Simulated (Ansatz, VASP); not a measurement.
# BP: VASP beside Ansatz

The input INCAR:

```
PREC = Accurate ; ENCUT = 420
EDIFF = 1E-8 ; ISMEAR = -1
SIGMA = 0.05 ; LREAL = False
LASPH = True ; NELM = 120
ALGO = Normal ; ISIF = 2
LWAVE = False ; LCHARG = False
GGA = CA ; LEFG = True
NBANDS = 11 ; GGA_COMPAT = False
```

The input KPOINTS:

```
regular mesh
0
Gamma
  15 15 15
```

File POSCAR:

```
BP
1.0
    0.0000000000      2.2690000000      2.2236200000
    2.2690000000      0.0000000000      2.2236200000
    2.2690000000      2.2690000000      0.0000000000
B P
1 1
Direct
    0.0000000000      0.0000000000      0.0000000000
    0.7500000000      0.7500000000      0.7500000000
```

Input for Ansatz:

```yaml
crystal:
  lattice:
    - [0.0, 2.269, 2.22362]
    - [2.269, 0.0, 2.22362]
    - [2.269, 2.269, 0.0]
  atoms:
    - { symbol: B, position: [0.0, 0.0, 0.0] }
    - { symbol: P, position: [0.75, 0.75, 0.75] }
kpoints:
  mp_grid: { grid: [15, 15, 15] }
scf:
  occupations: { method: fermi_dirac, width: 0.05 }
hamiltonian:
  xc: lda
  pseudopotentials: { kind: paw }
output:
  forces: true
  stress: true
  eigenvalues: true
  efg: { contact_densities: true }
  write_density: true
  write_potential: true
  elf: true
  volumetric_format: npy
```

Change from the starting cell: zz strain of -2 %, PAW files.

Alike in both runs: task electric field gradients; functional LDA; k mesh 15 × 15 × 15; occupations fermi-dirac, width 0.05 eV; no spin polarisation.

|  | VASP | Ansatz |
| --- | --- | --- |
| version | VASP 6.6.1 | Ansatz 0.2.0 |
| potentials or method | VASP PAW LDA potentials, release 64 (B, P) | PAW with Ansatz's default frozen-core files, scalar-relativistic |
| plane-wave cutoff (eV) | 420 | 420 |
| valence electrons in the cell | 8 | 8 |

|  | VASP | Ansatz | Ansatz less VASP |
| --- | --- | --- | --- |
| size of Vzz on the site where it differs most (V/Å²) | 0.1 | 0.2 | +0.11 |

LDA's correlation is that of Perdew and Zunger in VASP and of Perdew and Wang (1992) in Ansatz.
